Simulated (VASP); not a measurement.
# Ta4C3 (Pm-3m) in VASP: a series of runs, part 2 of 2

VASP 6.6.1. The steps go on from the part before.

### 4 Single point, PBEsol (volume scaled by 1.06)

File INCAR:

```
PREC     = Accurate       # precision mode
ENCUT    = 520            # plane-wave cutoff, eV
EDIFF    = 1E-7           # SCF threshold, eV
ISMEAR   = 0              # smearing method
SIGMA    = 0.1            # smearing width, eV
LREAL    = F              # projectors in reciprocal space
LASPH    = T              # aspherical terms in the spheres
NELM     = 80             # most SCF steps
ALGO     = Normal         # electronic algorithm
ISIF     = 2              # what is computed and relaxed
LWAVE    = F              # write WAVECAR
LCHARG   = F              # write CHGCAR
GGA      = PS             # functional
NBANDS   = 37             # bands
```

File KPOINTS:

```
Automatic mesh
0
Gamma
  8 8 8
```

File POSCAR:

```
Ta4C3
1.0
    4.4889496610      0.0000000000      0.0000000000
    0.0000000000      4.4889496610      0.0000000000
    0.0000000000      0.0000000000      4.4889496610
Ta C
4 3
Direct
    0.0000000000      0.5000000000      0.5000000000
    0.5000000000      0.0000000000      0.5000000000
    0.5000000000      0.5000000000      0.0000000000
    0.0000000000      0.0000000000      0.0000000000
    0.5000000000      0.0000000000      0.0000000000
    0.0000000000      0.5000000000      0.0000000000
    0.0000000000      0.0000000000      0.5000000000
```

Potentials or basis: VASP PAW PBE potentials, release 64 (Ta_pv, C).

Started as:

```sh
cat potpaw_PBE.64/Ta_pv/POTCAR potpaw_PBE.64/C/POTCAR > POTCAR
mpirun -np 1 vasp_std > vasp.out
```

OUTCAR:

```text
PREC = Accurate
   ENCUT = 520
   EDIFF = 1E-7
   ISMEAR = 0
   LREAL = F
   LASPH = T
   NELM = 80
   ISIF = 2
   GGA = PS

 ion  position               nearest neighbor table
   1  0.000  0.500  0.500-   6 2.24   7 2.24   6 2.24   7 2.24   3 3.17   3 3.17   4 3.17   4 3.17
                             2 3.17   4 3.17   2 3.17   4 3.17   2 3.17   3 3.17   3 3.17   2 3.17
   2  0.500  0.000  0.500-   5 2.24   7 2.24   5 2.24   7 2.24   3 3.17   3 3.17   4 3.17   4 3.17
                             1 3.17   3 3.17   3 3.17   1 3.17   4 3.17   1 3.17   4 3.17   1 3.17
   3  0.500  0.500  0.000-   5 2.24   6 2.24   5 2.24   6 2.24   2 3.17   1 3.17   2 3.17   2 3.17
                             4 3.17   4 3.17   2 3.17   1 3.17   4 3.17   1 3.17   1 3.17   4 3.17
   4  0.000  0.000  0.000-   5 2.24   6 2.24   7 2.24   7 2.24   6 2.24   5 2.24   1 3.17   2 3.17
                             1 3.17   1 3.17   3 3.17   2 3.17   1 3.17   2 3.17   3 3.17   3 3.17
   5  0.500  0.000  0.000-   2 2.24   3 2.24   4 2.24   2 2.24   3 2.24   4 2.24
   6  0.000  0.500  0.000-   1 2.24   3 2.24   4 2.24   1 2.24   4 2.24   3 2.24
   7  0.000  0.000  0.500-   1 2.24   2 2.24   4 2.24   4 2.24   1 2.24   2 2.24

  LATTYP: Found a simple cubic cell.
 ALAT       =     4.4889496610

  Lattice vectors:

 A1 = (   4.4889496610,   0.0000000000,   0.0000000000)
 A2 = (   0.0000000000,   4.4889496610,   0.0000000000)
 A3 = (   0.0000000000,   0.0000000000,   4.4889496610)

Analysis of symmetry for initial positions (statically):
=====================================================================
 Subroutine PRICEL returns:
 Original cell was already a primitive cell.

 Routine SETGRP: Setting up the symmetry group for a
 simple cubic supercell.

 Subroutine GETGRP returns: Found 48 space group operations
 (whereof 48 operations were pure point group operations)
 out of a pool of 48 trial point group operations.

The static configuration has the point symmetry O_h .

Analysis of symmetry for dynamics (positions and initial velocities):
=====================================================================
 Subroutine PRICEL returns:
 Original cell was already a primitive cell.

 Routine SETGRP: Setting up the symmetry group for a
 simple cubic supercell.

 Subroutine GETGRP returns: Found 48 space group operations
 (whereof 48 operations were pure point group operations)
 out of a pool of 48 trial point group operations.

The dynamic configuration has the point symmetry O_h .

 Subroutine INISYM returns: Found 48 space group operations
 (whereof 48 operations are pure point group operations),
 and found     1 'primitive' translations

----------------------------------------------------------------------------------------

                                     Primitive cell

  volume of cell :      90.4553

  direct lattice vectors                    reciprocal lattice vectors
     4.488949661  0.000000000  0.000000000     0.222769261  0.000000000  0.000000000
     0.000000000  4.488949661  0.000000000     0.000000000  0.222769261  0.000000000
     0.000000000  0.000000000  4.488949661     0.000000000  0.000000000  0.222769261

  length of vectors
     4.488949661  4.488949661  4.488949661     0.222769261  0.222769261  0.222769261

  position of ions in fractional coordinates (direct lattice)
[... 43 lines left out ...]

 Following reciprocal coordinates:
            Coordinates               Weight
  0.000000  0.000000  0.000000      1.000000
  0.125000  0.000000  0.000000      6.000000
  0.250000  0.000000  0.000000      6.000000
  0.375000  0.000000  0.000000      6.000000
  0.500000  0.000000  0.000000      3.000000
  0.125000  0.125000  0.000000     12.000000
[... 16 lines left out ...]
  0.375000  0.375000  0.125000     24.000000
  0.500000  0.375000  0.125000     24.000000
 [... further k-points ...]
   k-points           NKPTS =     35   k-points in BZ     NKDIM =     35   number of bands    NBANDS=     37
   number of dos      NEDOS =    301   number of ions     NIONS =      7
   total plane-waves  NPLWV =  46656
   dimension x,y,z NGX =    36 NGY =   36 NGZ =   36
   dimension x,y,z NGXF=    72 NGYF=   72 NGZF=   72
   ions per type =               4   3
   NGX,Y,Z   is equivalent  to a cutoff of  13.33, 13.33, 13.33 a.u.
   NGXF,Y,Z  is equivalent  to a cutoff of  26.66, 26.66, 26.66 a.u.
 SYSTEM =  unknown system
   PREC   = accura    normal or accurate (medium, high low for compatibility)
   ISTART =      0    job   : 0-new  1-cont  2-samecut
   ICHARG =      2    charge: 1-file 2-atom 10-const
   ISPIN  =      1    spin polarized calculation?
   LNONCOLLINEAR =      F non collinear calculations
   LSORBIT =      F    spin-orbit coupling
   LASPH  =      T    aspherical Exc in radial PAW
   ENCUT  =  520.0 eV  38.22 Ry    6.18 a.u.   8.35  8.35  8.35*2*pi/ulx,y,z
   NELM   =     80;   NELMIN=  2; NELMDL= -5     # of ELM steps
   EDIFF  = 0.1E-06   stopping-criterion for ELM
   LREAL  =      F    real-space projection
   EDIFFG = 0.1E-05   stopping-criterion for IOM
   NSW    =      0    number of steps for IOM
   IBRION =     -1    ionic relax: 0-MD 1-quasi-New 2-CG
   NFREE  =      0    steps in history (QN), initial steepest desc. (CG)
   ISIF   =      2    stress and relaxation
   ISYM   =      2    0-nonsym 1-usesym 2-fastsym
   POTIM  = 0.5000    time-step for ionic-motion
   TEBEG  =    0.0;   TEEND  =   0.0 temperature during run
   PSTRESS=    0.0 pullay stress
   NELECT =      56.0000    total number of electrons
   NUPDOWN=      -1.0000    fix difference up-down
   EMIN   =  10.00;   EMAX   =-10.00  energy-range for DOS
   EFERMI =   0.00;   METHOD = LEGACY
   ISMEAR =     0;   SIGMA  =   0.10  broadening in eV -4-tet -1-fermi 0-gaus
   EFERMI_NEDOS =   21; number of points for ismear=-14 and -15
   IALGO  =     38    algorithm
   IMIX   =      4    mixing-type and parameters
     AMIX     =   0.40;   BMIX     =  1.00
     AMIX_MAG =   1.60;   BMIX_MAG =  1.00
  volume/ion in A,a.u.               =      12.92        87.20
  Fermi-wavevector in a.u.,A,eV,Ry     =   1.395274  2.636685 26.487672  1.946789
  Thomas-Fermi vector in A             =   2.518742
   LORBIT       =      0    0 simple, 1 ext, 2 COOP (PROOUT), +10 PAW based schemes
   GGA     = PS    functional components
   LHFCALC =     F    Hartree Fock is set to
   AEXX    =    0.0000 exact exchange contribution
   IVDW    =     0    specifies the selected vdW correction
   LEPSILON=     F    determine dielectric tensor
   LRPA    =     F    only Hartree local field effects (RPA)
 non-spin polarized calculation
 Gauss-broadening in eV      SIGMA  =   0.10
  energy-cutoff  :      520.00
  volume of cell :       90.46
 maximum number of plane-waves:      2469
 NGX is ok and might be reduce to    36
   NGX = 17   NGY = 17   NGZ = 17

 number of electron      55.9999988 magnetization

 Free energy of the ion-electron system (eV)
  ---------------------------------------------------
  ext. energy  EPLUGINS =         0.00000000
  ---------------------------------------------------
  free energy    TOTEN  =       -82.51311151 eV

  energy without entropy =      -82.49550553  energy(sigma->0) =      -82.50430852

 E-fermi :   6.6159     XC(G=0): -12.8106

 val. band max:        6.6087698929   @ k =   0.5000   0.2500   0.1250
 cond. band min:       6.6862551512   @ k =   0.3750   0.0000   0.0000
 fundamental gap:      0.0774852583
 Fermi energy:         6.6158505153

 k-point     1 :       0.0000    0.0000    0.0000
  band No.  band energies     occupation
      1     -28.6389      2.00000
      2     -28.6389      2.00000
      3     -28.6389      2.00000
      4     -28.0497      2.00000
      5     -28.0497      2.00000
      6     -28.0497      2.00000
[... 949 lines left out ...]
     36      10.0317      0.00000
     37      10.2737      0.00000

 [... further k-points ...]
[... 5 lines left out ...]
  --------------------------------------------------------------------------------------
  -------------------------------------------------------------------------------------
  Total       -8.7795082     -8.7795082     -8.7795082     -0.0000000     -0.0000000      0.0000000
  in kB     -155.5057906   -155.5057906   -155.5057906     -0.0000000     -0.0000000      0.0000000
  external PRESSURE =    -155.5057906 kB  Pullay stress =       0.0000000 kB

 VOLUME and BASIS-vectors are now :
 -----------------------------------------------------------------------------
  energy-cutoff  :      520.00
  volume of cell :       90.46
      direct lattice vectors                 reciprocal lattice vectors
     4.488949661  0.000000000  0.000000000     0.222769261  0.000000000  0.000000000
     0.000000000  4.488949661  0.000000000     0.000000000  0.222769261  0.000000000
     0.000000000  0.000000000  4.488949661     0.000000000  0.000000000  0.222769261

 POSITION                                       TOTAL-FORCE (eV/Angst)
 -----------------------------------------------------------------------------------
      0.00000      2.24447      2.24447         0.000000      0.000000      0.000000
      2.24447      0.00000      2.24447         0.000000      0.000000      0.000000
      2.24447      2.24447      0.00000         0.000000      0.000000      0.000000
      0.00000      0.00000      0.00000         0.000000      0.000000      0.000000
      2.24447      0.00000      0.00000         0.000000      0.000000      0.000000
      0.00000      2.24447      0.00000         0.000000      0.000000      0.000000
      0.00000      0.00000      2.24447         0.000000      0.000000      0.000000
 -----------------------------------------------------------------------------------
    total drift:                                0.000000      0.000000      0.000000

  FREE ENERGIE OF THE ION-ELECTRON SYSTEM (eV)
  ---------------------------------------------------
  free  energy   TOTEN  =       -82.5131115115 eV

  energy  without entropy=      -82.4955055273  energy(sigma->0) =      -82.50430852
```

Run time: 2.8 min. Hardware: 1 thread of AMD EPYC 7R43 (Zen 3), shared host; peak memory 0.22 GiB.

Results:

```
Free energy            : -82.5131 eV
Pressure               : -15.6 GPa
Band gap on the k mesh : zero (band 28 reaches 6.93 eV, above the bottom of band 29 at 5.99 eV)
```

Caveat: the PAW data sets were made with another functional, which shifts forces and pressure a little; spin-orbit coupling is left out, which moves the levels of the heavy elements.

### 5 Overview

```tsv
cell	gap on the mesh (eV)	pressure (GPa)
a = 4.445 Å, 7 atoms	none	-7.9
a = 4.446 Å, 7 atoms	none	-8.1
a = 4.489 Å, 7 atoms	none	-15.6
```

Alike in all rows: task single point; level PBEsol; potentials or basis VASP PAW PBE potentials, release 64 (Ta_pv, C); no spin polarisation; k mesh 8 × 8 × 8; cutoff (eV) 520; smearing gaussian 0.1 eV.

Caveats: the PAW data sets were made with another functional, which shifts forces and pressure a little; spin-orbit coupling is left out, which moves the levels of the heavy elements.

Total energies depend on the potentials used, so only differences within one code and one set of settings carry meaning.
